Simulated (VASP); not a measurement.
A run of VASP 6.6.1:

INCAR

```
ALGO = Fast
EDIFF = 1E-7
EDIFFG = -0.01
ENCUT = 600
GGA = PE
IBRION = 2
ISIF = 4
ISMEAR = 0
LASPH = T
LCHARG = F
LREAL = F
LWAVE = F
NELM = 100
NSW = 50
PREC = Accurate
SIGMA = 0.1
```

File KPOINTS:

```
k-points
0
Gamma
  18 18 8
```

Contents of POSCAR:

```
Hf
1.0
    3.1033504953      0.0000000000      0.0000000000
   -1.5516752476      2.6875803658      0.0000000000
    0.0000000000      0.0000000000      4.9173093214
Hf
2
Direct
    0.3333333333      0.6666666667      0.2500000000
    0.6666666667      0.3333333333      0.7500000000
```

Potentials or basis: VASP PAW PBE potentials, release 64 (Hf_pv).

The run is started by

```sh
$ cat potpaw_PBE.64/Hf_pv/POTCAR > POTCAR
$ mpirun -np 1 vasp_std > vasp.out
```

Hardware: 1 thread of Intel Xeon 8259CL (shared host).

Question: Estimate the wall time of this run.

Answer: Run time: 4.3 min on 1 thread of Intel Xeon 8259CL (shared host), peak memory 0.26 GiB. Counts: scf iterations 17, k points 185, ion steps 1.
